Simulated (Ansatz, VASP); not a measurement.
**Two plane-wave programs on YbNCl**

The input POSCAR:

```
YbNCl
1.0
    4.1239880000      0.0000000000      0.0000000000
    0.0000000000      3.4127390000      0.0000000000
    0.0000000000      0.0000000000      8.1736040000
Cl N Yb
2 2 2
Direct
    0.0000000000      0.0000000000      0.3300000000
    0.5000000000      0.5000000000      0.6700000000
    0.0000000000      0.0000000000      0.9500000000
    0.5000000000      0.5000000000      0.0500000000
    0.0000000000      0.5000000000      0.1000000000
    0.5000000000      0.0000000000      0.9000000000
```

File INCAR.step1:

```
SYSTEM = YbNCl
  PREC = Accurate
  ENCUT = 520
  ISMEAR = 1
  SIGMA = 0.0918
  LREAL = .FALSE.
  LASPH = .TRUE.
  NELM = 80
  NBANDS = 45
  GGA = PE
  ALGO = Normal
  EDIFF = 1E-4
  LWAVE = .TRUE.
  LCHARG = .FALSE.
```

File INCAR.step2:

```
SYSTEM = YbNCl
  PREC = Accurate
  ENCUT = 520
  EDIFF = 1E-7
  ISMEAR = 1
  SIGMA = 0.0918
  LREAL = .FALSE.
  LASPH = .TRUE.
  NELM = 80
  ALGO = Normal
  ISIF = 2
  LWAVE = .FALSE.
  LCHARG = .FALSE.
  METAGGA = R2SCAN
  LMIXTAU = .TRUE.
  NBANDS = 45
  ISTART = 1
```

The input KPOINTS:

```
Automatic mesh
0
G
  5 6 3
  0 0 0
```

Input for Ansatz:

```yaml
crystal:
  lattice:
    - [4.123988, 0.0, 0.0]
    - [0.0, 3.412739, 0.0]
    - [0.0, 0.0, 8.173604]
  atoms:
    - { symbol: Cl, position: [0.0, 0.0, 0.33] }
    - { symbol: Cl, position: [0.5, 0.5, 0.67] }
    - { symbol: "N", position: [0.0, 0.0, 0.95] }
    - { symbol: "N", position: [0.5, 0.5, 0.05] }
    - { symbol: Yb, position: [0.0, 0.5, 0.1] }
    - { symbol: Yb, position: [0.5, 0.0, 0.9] }
kpoints:
  mp_grid: { grid: [5, 6, 3], shift: [0, 0, 0] }
  band_path:
    path:
      - [0.0, 0.0, 0.0]
      - [0.0, 0.5, 0.0]
      - [-0.5, 0.5, 0.0]
      - [-0.5, 0.0, 0.0]
      - [0.0, 0.0, 0.0]
      - [0.0, 0.0, 0.5]
      - [0.0, 0.5, 0.5]
      - [-0.5, 0.5, 0.5]
      - [-0.5, 0.0, 0.5]
      - [0.0, 0.0, 0.5]
      - [0.0, 0.5, 0.0]
    npoints: 6
magnetization:
  spin_polarized: false
scf:
  occupations: { method: cold, width: 0.0918 }
  lower_state_search: "off"
  max_iter: 200
hamiltonian:
  pseudopotentials: { kind: paw }
  xc: r2scan
basis:
  ecutwfc: 500
  fft_grid_basis: typed
output:
  forces: true
  stress: true
  eigenvalues: true
  bader: true
  populations: true
  elf: true
  write_potential: true
  volumetric_format: npy
  dos:
    e_range: [-12, 8]
    de: 0.05
    projected: { site_lists: { Cl: [Cl], "N": ["N"], Yb: [Yb] } }
checkpoint:
  read: saved_state
```

Alike in both runs: task single point; functional r2SCAN; k mesh 5 × 6 × 3; no spin polarisation.

|  | VASP | Ansatz |
| --- | --- | --- |
| version | VASP 6.6.1 | Ansatz 0.2.0 |
| potentials or method | VASP PAW PBE potentials, release 64 (Cl, N, Yb), cutoff 520 eV | PAW plane waves |
| occupations | methfessel-paxton of order 1, width 0.0918 eV | cold, width 0.0918 eV |
| valence electrons in the cell | 72 | 72 |

|  | VASP | Ansatz | Ansatz less VASP |
| --- | --- | --- | --- |
| pressure (GPa) | 17.5 | 16.6 | -0.86 |
| traceless stress, the component that is largest in VASP (GPa) | 3.20 | 3.29 | +0.086 |
| rms of the force components (eV/Å) | 1.372 | 1.305 | -0.0670 |

VASP's potentials were made for PBE, not for r2SCAN. Atom by atom the forces differ by 0.069 eV/Å (rms over components).

Neither program's run includes spin-orbit coupling.
